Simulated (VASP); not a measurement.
# K (Im-3m) in VASP: single point with r2SCAN

Aim: the single point of K with r2SCAN.

Program: VASP 6.6.1. These are calculated values, not measurements. Logs are shortened: lines on timing, memory, paths and dates and some standing lists are left out, and cuts for length are marked.

**1. The cell of the first run**

The structure is cubic, space group Im-3m (No. 229). Conventional cell: a = 5.221 Å, b = 5.221 Å, c = 5.221 Å, α = 90.00°, β = 90.00°, γ = 90.00°.

**2. Single point, r2SCAN**

Input file POSCAR:

```
K
1.0
   -2.6105770000      2.6105770000      2.6105770000
    2.6105770000     -2.6105770000      2.6105770000
    2.6105770000      2.6105770000     -2.6105770000
K
1
Direct
    0.0000000000      0.0000000000      0.0000000000
```

Input file INCAR.step1:

```
SYSTEM = K
ALGO = Normal ; EDIFF = 1E-4
ENCUT = 520 ; GGA = PE
ISMEAR = -1 ; LASPH = .True.
LCHARG = .False. ; LREAL = .False.
LWAVE = .True. ; NBANDS = 10
NELM = 80 ; PREC = Accurate
SIGMA = 0.1
```

Input file INCAR.step2:

```
SYSTEM = K
ALGO = Normal ; EDIFF = 1E-6
ENCUT = 520 ; ISIF = 2
ISMEAR = -1 ; ISTART = 1
LASPH = .True. ; LCHARG = .False.
LMIXTAU = .True. ; LREAL = .False.
LWAVE = .False. ; METAGGA = R2SCAN
NBANDS = 10 ; NELM = 80
PREC = Accurate ; SIGMA = 0.1
```

Input file KPOINTS:

```
k-points
0
Gamma
  9 9 9
  0 0 0
```

Potentials or basis: VASP PAW PBE potentials, release 64 (K_sv).

Run with:

```bash
$ cat potpaw_PBE.64/K_sv/POTCAR > POTCAR
$ cp INCAR.step1 INCAR
$ mpirun -np 1 vasp_std > vasp.out
$ cp INCAR.step2 INCAR
$ mpirun -np 1 vasp_std > vasp.out
```

OUTCAR:

```text
SYSTEM = K
   EDIFF = 1E-6
   ENCUT = 520
   ISIF = 2
   ISMEAR = -1
   ISTART = 1
   LASPH = .True.
   LREAL = .False.
   METAGGA = R2SCAN
   NELM = 80
   PREC = Accurate

 ion  position               nearest neighbor table
   1  0.000  0.000  0.000-

  LATTYP: Found a body centered cubic cell.
 ALAT       =     5.2211540000

  Lattice vectors:

 A1 = (  -2.6105770000,   2.6105770000,   2.6105770000)
 A2 = (   2.6105770000,  -2.6105770000,   2.6105770000)
 A3 = (   2.6105770000,   2.6105770000,  -2.6105770000)

Analysis of symmetry for initial positions (statically):
=====================================================================
 Subroutine PRICEL returns:
 Original cell was already a primitive cell.

 Routine SETGRP: Setting up the symmetry group for a
 body centered cubic supercell.

 Subroutine GETGRP returns: Found 48 space group operations
 (whereof 48 operations were pure point group operations)
 out of a pool of 48 trial point group operations.

The static configuration has the point symmetry O_h .

Analysis of symmetry for dynamics (positions and initial velocities):
=====================================================================
 Subroutine PRICEL returns:
 Original cell was already a primitive cell.

 Routine SETGRP: Setting up the symmetry group for a
 body centered cubic supercell.

 Subroutine GETGRP returns: Found 48 space group operations
 (whereof 48 operations were pure point group operations)
 out of a pool of 48 trial point group operations.

The dynamic configuration has the point symmetry O_h .

 Subroutine INISYM returns: Found 48 space group operations
 (whereof 48 operations are pure point group operations),
 and found     1 'primitive' translations

----------------------------------------------------------------------------------------

                                     Primitive cell

  volume of cell :      71.1655

  direct lattice vectors                    reciprocal lattice vectors
    -2.610577000  2.610577000  2.610577000     0.000000000  0.191528539  0.191528539
     2.610577000 -2.610577000  2.610577000     0.191528539  0.000000000  0.191528539
     2.610577000  2.610577000 -2.610577000     0.191528539  0.191528539  0.000000000

  length of vectors
     4.521652001  4.521652001  4.521652001     0.270862258  0.270862258  0.270862258

  position of ions in fractional coordinates (direct lattice)
     0.000000000  0.000000000  0.000000000

  ion indices of the primitive-cell ions
   primitive index   ion index
                 1           1

----------------------------------------------------------------------------------------

 KPOINTS: k-points

Automatic generation of k-mesh.
 Grid dimensions read from file:
 generate k-points for:    9    9    9

 Generating k-lattice:

  Cartesian coordinates                     Fractional coordinates (reciprocal lattice)
     0.000000000  0.021280949  0.021280949     0.111111111  0.000000000  0.000000000
     0.021280949  0.000000000  0.021280949     0.000000000  0.111111111  0.000000000
     0.021280949  0.021280949  0.000000000     0.000000000  0.000000000  0.111111111

  Length of vectors
     0.030095806  0.030095806  0.030095806

  Shift w.r.t. Gamma in fractional coordinates (k-lattice)
     0.000000000  0.000000000  0.000000000

 Subroutine IBZKPT returns following result:
 ===========================================

 Found     35 irreducible k-points:

 Following reciprocal coordinates:
            Coordinates               Weight
  0.000000  0.000000  0.000000      1.000000
  0.111111  0.000000  0.000000     12.000000
  0.222222  0.000000  0.000000     12.000000
  0.333333  0.000000  0.000000     12.000000
  0.444444  0.000000  0.000000     12.000000
  0.111111  0.111111  0.000000     24.000000
[... 16 lines left out ...]
 -0.333333  0.444444  0.111111     48.000000
 -0.444444 -0.444444  0.111111     24.000000
 [... further k-points ...]
   k-points           NKPTS =     35   k-points in BZ     NKDIM =     35   number of bands    NBANDS=     10
   number of dos      NEDOS =    301   number of ions     NIONS =      1
   total plane-waves  NPLWV =  46656
   dimension x,y,z NGX =    36 NGY =   36 NGZ =   36
   dimension x,y,z NGXF=    72 NGYF=   72 NGZF=   72
   ions per type =               1
   NGX,Y,Z   is equivalent  to a cutoff of  13.24, 13.24, 13.24 a.u.
   NGXF,Y,Z  is equivalent  to a cutoff of  26.47, 26.47, 26.47 a.u.
 SYSTEM =  K
   PREC   = accura    normal or accurate (medium, high low for compatibility)
   ISTART =      1    job   : 0-new  1-cont  2-samecut
   ICHARG =      0    charge: 1-file 2-atom 10-const
   ISPIN  =      1    spin polarized calculation?
   LNONCOLLINEAR =      F non collinear calculations
   LSORBIT =      F    spin-orbit coupling
   LASPH  =      T    aspherical Exc in radial PAW
   ENCUT  =  520.0 eV  38.22 Ry    6.18 a.u.   8.41  8.41  8.41*2*pi/ulx,y,z
   NELM   =     80;   NELMIN=  2; NELMDL=  0     # of ELM steps
   EDIFF  = 0.1E-05   stopping-criterion for ELM
   LREAL  =      F    real-space projection
   EDIFFG = 0.1E-04   stopping-criterion for IOM
   NSW    =      0    number of steps for IOM
   IBRION =     -1    ionic relax: 0-MD 1-quasi-New 2-CG
   NFREE  =      0    steps in history (QN), initial steepest desc. (CG)
   ISIF   =      2    stress and relaxation
   ISYM   =      2    0-nonsym 1-usesym 2-fastsym
   POTIM  = 0.5000    time-step for ionic-motion
   TEBEG  =    0.0;   TEEND  =   0.0 temperature during run
   PSTRESS=    0.0 pullay stress
   NELECT =       9.0000    total number of electrons
   NUPDOWN=      -1.0000    fix difference up-down
   EMIN   =  10.00;   EMAX   =-10.00  energy-range for DOS
   EFERMI =   0.00;   METHOD = LEGACY
   ISMEAR =    -1;   SIGMA  =   0.10  broadening in eV -4-tet -1-fermi 0-gaus
   EFERMI_NEDOS =   21; number of points for ismear=-14 and -15
   IALGO  =     38    algorithm
   IMIX   =      4    mixing-type and parameters
     AMIX     =   0.40;   BMIX     =  1.00
     AMIX_MAG =   1.60;   BMIX_MAG =  1.00
  volume/ion in A,a.u.               =      71.17       480.25
  Fermi-wavevector in a.u.,A,eV,Ry     =   0.821736  1.552857  9.187342  0.675251
  Thomas-Fermi vector in A             =   1.932948
   LORBIT       =      0    0 simple, 1 ext, 2 COOP (PROOUT), +10 PAW based schemes
   METAGGA = R2SCAN    functional components
   LHFCALC =     F    Hartree Fock is set to
   AEXX    =    0.0000 exact exchange contribution
   IVDW    =     0    specifies the selected vdW correction
   LEPSILON=     F    determine dielectric tensor
   LRPA    =     F    only Hartree local field effects (RPA)
 non-spin polarized calculation
  energy-cutoff  :      520.00
  volume of cell :       71.17
 maximum number of plane-waves:      1961
 NGX is ok and might be reduce to    36
   NGX = 17   NGY = 17   NGZ = 17

 number of electron       9.0000000 magnetization

 Free energy of the ion-electron system (eV)
  ---------------------------------------------------
  ext. energy  EPLUGINS =         0.00000000
  ---------------------------------------------------
  free energy    TOTEN  =        -6.02101048 eV

  energy without entropy =       -5.99971470  energy(sigma->0) =       -6.01036259

 E-fermi :   0.0158     XC(G=0):  -5.9914

 val. band max:       -0.0632023216   @ k =  -0.3333   0.4444   0.1111
 cond. band min:       0.0710714219   @ k =   0.4444   0.0000   0.0000
 fundamental gap:      0.1342737435
 Fermi energy:         0.0157965733

 k-point     1 :       0.0000    0.0000    0.0000
  band No.  band energies     occupation
      1     -33.6254      2.00000
      2     -16.2945      2.00000
      3     -16.2945      2.00000
      4     -16.2945      2.00000
      5      -2.3406      2.00000
      6       4.7957      0.00000
      7       4.7957      0.00000
      8       4.7957      0.00000
      9       5.7745      0.00000
     10       5.7745      0.00000

 k-point     2 :       0.1111    0.0000    0.0000
  band No.  band energies     occupation
      1     -33.6248      2.00000
      2     -16.3037      2.00000
      3     -16.2974      2.00000
      4     -16.2945      2.00000
      5      -2.1733      2.00000
      6       4.4951      0.00000
      7       4.5734      0.00000
      8       4.9300      0.00000
      9       5.5316      0.00000
     10       5.7252      0.00000

 k-point     3 :       0.2222    0.0000    0.0000
  band No.  band energies     occupation
      1     -33.6233      2.00000
      2     -16.3270      2.00000
      3     -16.3050      2.00000
      4     -16.2945      2.00000
      5      -1.6849      2.00000
      6       3.5177      0.00000
      7       4.1325      0.00000
      8       5.3268      0.00000
      9       5.5564      0.00000
     10       5.6856      0.00000

 k-point     4 :       0.3333    0.0000    0.0000
  band No.  band energies     occupation
      1     -33.6216      2.00000
      2     -16.3530      2.00000
      3     -16.3136      2.00000
      4     -16.2945      2.00000
      5      -0.9151      1.99982
      6       2.3606      0.00000
      7       3.7481      0.00000
      8       5.6435      0.00000
      9       5.8051      0.00000
     10       5.9675      0.00000
[... 222 lines left out ...]
 k-point    22 :      -0.4444    0.4444    0.1111
  band No.  band energies     occupation
      1     -33.6201      2.00000
      2     -16.3673      2.00000
      3     -16.3226      2.00000
      4     -16.3011      2.00000
      5       0.2040      0.26423
      6       1.3004      0.00001
      7       3.5791      0.00000
      8       4.6866      0.00000
      9       6.1162      0.00000
     10       6.7884      0.00000

 k-point    23 :      -0.3333    0.4444    0.1111
  band No.  band energies     occupation
      1     -33.6200      2.00000
      2     -16.3581      2.00000
      3     -16.3273      2.00000
      4     -16.3067      2.00000
      5      -0.0632      1.37566
      6       1.9853      0.00000
      7       3.2108      0.00000
      8       4.7338      0.00000
      9       5.7373      0.00000
     10       6.3773      0.00000

 k-point    24 :      -0.4444   -0.4444    0.1111
  band No.  band energies     occupation
      1     -33.6194      2.00000
      2     -16.3642      2.00000
      3     -16.3314      2.00000
      4     -16.3066      2.00000
      5       0.8906      0.00032
      6       1.0022      0.00010
      7       3.0630      0.00000
      8       4.6880      0.00000
      9       5.8741      0.00000
     10       6.5686      0.00000

 [... further k-points ...]

------------------------ aborting loop because EDIFF is reached ----------------------------------------

  FORCE on cell =-STRESS in cart. coord.  units (eV):
  Direction    XX          YY          ZZ          XY          YZ          ZX
  --------------------------------------------------------------------------------------
  -------------------------------------------------------------------------------------
  Total        0.1160796      0.1160796      0.1160796      0.0000000      0.0000000     -0.0000000
  in kB        2.6133453      2.6133453      2.6133453      0.0000000      0.0000000     -0.0000000
  external PRESSURE =       2.6133453 kB  Pullay stress =       0.0000000 kB

 VOLUME and BASIS-vectors are now :
 -----------------------------------------------------------------------------
  energy-cutoff  :      520.00
  volume of cell :       71.17
      direct lattice vectors                 reciprocal lattice vectors
    -2.610577000  2.610577000  2.610577000     0.000000000  0.191528539  0.191528539
     2.610577000 -2.610577000  2.610577000     0.191528539  0.000000000  0.191528539
     2.610577000  2.610577000 -2.610577000     0.191528539  0.191528539  0.000000000

 POSITION                                       TOTAL-FORCE (eV/Angst)
 -----------------------------------------------------------------------------------
      0.00000      0.00000      0.00000         0.000000      0.000000     -0.000000
 -----------------------------------------------------------------------------------
    total drift:                               -0.000000      0.000000      0.000000

  FREE ENERGIE OF THE ION-ELECTRON SYSTEM (eV)
  ---------------------------------------------------
  free  energy   TOTEN  =        -6.0210104811 eV

  energy  without entropy=       -5.9997146951  energy(sigma->0) =       -6.01036259
```

It took 40 s on 1 thread of Intel Xeon 6975P-C (Granite Rapids), shared host; peak memory 0.21 GiB.

Results:

```
Free energy            : -6.0210 eV
Pressure               : 0.3 GPa
Band gap on the k mesh : zero (an odd number of electrons rules out a gap without spin polarisation)
```

Caveat: the PAW data sets were made with another functional, which shifts forces and pressure a little.
